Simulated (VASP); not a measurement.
Set up this calculation in VASP 6.6.1, as the native input.

```
Task                   : single point
Functional             : LDA
Potentials or basis    : VASP PAW LDA potentials, release 64 (Br)
Cutoff                 : 520 eV
k mesh                 : 7 × 7 × 3
Occupations            : fermi-dirac, width 0.05 eV
Spin                   : no spin polarisation
Dipole correction      : no
Further INCAR settings : ALGO = Normal; EDIFF = 1e-07; NBANDS = 22
```

The structure of Br lies in POSCAR:

```
Br
1.0
    3.4075083649     -2.3531133733      0.0000000000
    3.4075083649      2.3531133733      0.0000000000
    0.0000000000      0.0000000000      8.8168170799
Br
4
Direct
    0.3651000000      0.6349000000      0.3901000000
    0.1349000000      0.8651000000      0.8901000000
    0.6349000000      0.3651000000      0.6099000000
    0.8651000000      0.1349000000      0.1099000000
```

This cell differs from its parent crystal: volume scaled by 1.04.

The input as run:

INCAR

```
SYSTEM = Br
PREC = Accurate ; ENCUT = 520
EDIFF = 1E-7 ; ISMEAR = -1
SIGMA = 0.05 ; LREAL = .FALSE.
LASPH = .TRUE. ; NELM = 60
ALGO = Normal ; ISIF = 2
LWAVE = .FALSE. ; LCHARG = .FALSE.
NBANDS = 22
```

KPOINTS

```
Automatic mesh
0
G
  7 7 3
  0 0 0
```

Potentials or basis: VASP PAW LDA potentials, release 64 (Br).

Command:

```console
$ cat potpaw_LDA.64/Br/POTCAR > POTCAR
$ mpirun -np 1 vasp_std > vasp.out
```

It gave:

| Item | Value |
| --- | --- |
| Pressure | -2.1 GPa |
| Largest force | 0.316 eV/Å |
| Band gap on the k mesh | 1.64 eV, indirect (least direct gap 1.65 eV) |

It took 34 s on 1 thread of Intel(R) Xeon(R) 6975P-C (Granite Rapids), on a shared host, peak memory 0.23 GiB.
